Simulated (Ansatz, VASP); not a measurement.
## One calculation of KI, two programs

File INCAR:

```
PREC = Accurate
ENCUT = 520
EDIFF = 1E-7
ISMEAR = -1
SIGMA = 0.05
LREAL = F
LASPH = T
NELM = 60
ALGO = Normal
ISIF = 2
LWAVE = F
LCHARG = F
GGA = PE
NBANDS = 15
```

File KPOINTS:

```
regular mesh
0
Gamma
  7 7 7
```

The input POSCAR:

```
KI
1.0
    0.0000000000      3.5792642128      3.5792642128
    3.5792642128      0.0000000000      3.5792642128
    3.5792642128      3.5792642128      0.0000000000
I K
1 1
Direct
    0.5000000000      0.5000000000      0.5000000000
    0.0000000000      0.0000000000      0.0000000000
```

File input.yaml:

```yaml
crystal:
  lattice:
    - [0.0, 3.5792642128, 3.5792642128]
    - [3.5792642128, 0.0, 3.5792642128]
    - [3.5792642128, 3.5792642128, 0.0]
  atoms:
    - { symbol: I, position: [0.5, 0.5, 0.5] }
    - { symbol: K, position: [0.0, 0.0, 0.0] }
kpoints:
  mp_grid: { grid: [7, 7, 7] }
scf:
  occupations: { method: fermi_dirac, width: 0.05 }
hamiltonian:
  xc: pbe
  pseudopotentials: { kind: all_electron, lapw: { basis_error: 0.0005 } }
output:
  forces: true
  stress: true
  eigenvalues: true
```

Change from the starting cell: volume scaled by 1.04.

Alike in both runs: task single point; functional PBE; k mesh 7 × 7 × 7; occupations fermi-dirac, width 0.05 eV; no spin polarisation.

|  | VASP | Ansatz |
| --- | --- | --- |
| version | VASP 6.6.1 | Ansatz 0.2.0 |
| potentials or method | VASP PAW PBE potentials, release 64 (I, K_sv), cutoff 520 eV | all-electron LAPW, scalar-relativistic |

```csv
,VASP,Ansatz,Ansatz less VASP
gap on the k mesh at the Fermi level (eV),3.87,3.88,+0.003
least direct gap on the mesh (eV),3.87,3.88,+0.003
pressure (GPa),0.1,0.1,-0.02
```

Ansatz ran all-electron here, and VASP with PAW potentials.

Neither program's run includes spin-orbit coupling.
